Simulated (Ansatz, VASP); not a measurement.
**SiC: VASP beside Ansatz**

```
Si C
1.0
     0.00000    2.26096    2.17400
     2.26096    0.00000    2.17400
     2.26096    2.26096    0.00000
Si C
1 1
Direct
  0.00000 0.00000 0.00000
  0.75000 0.75000 0.75000
```

Change from the starting cell: strain +0.040 along x and y, +0.000 along z, atoms carried along.

Alike in both runs: task single point; functional PBEsol; k mesh 12 × 12 × 12; occupations gaussian, width 0.05 eV; no spin polarisation.

```csv
,VASP,Ansatz
version,VASP 6.6.1,Ansatz 0.2.0
potentials or method,"VASP PAW PBE potentials, release 64 (Si, C), cutoff 520 eV","scalar-relativistic, plane waves, PAW"
valence electrons in the cell,8,8
```

```tsv
	VASP	Ansatz	Ansatz less VASP
gap on the k mesh at the Fermi level (eV)	0.91	0.92	+0.008
least direct gap on the mesh (eV)	4.32	4.33	+0.008
pressure (GPa)	-13.7	-14.0	-0.30
traceless stress, the component that is largest in VASP (GPa)	6.01	6.01	+0.003
```

VASP's potentials were made for PBE, not for PBEsol.
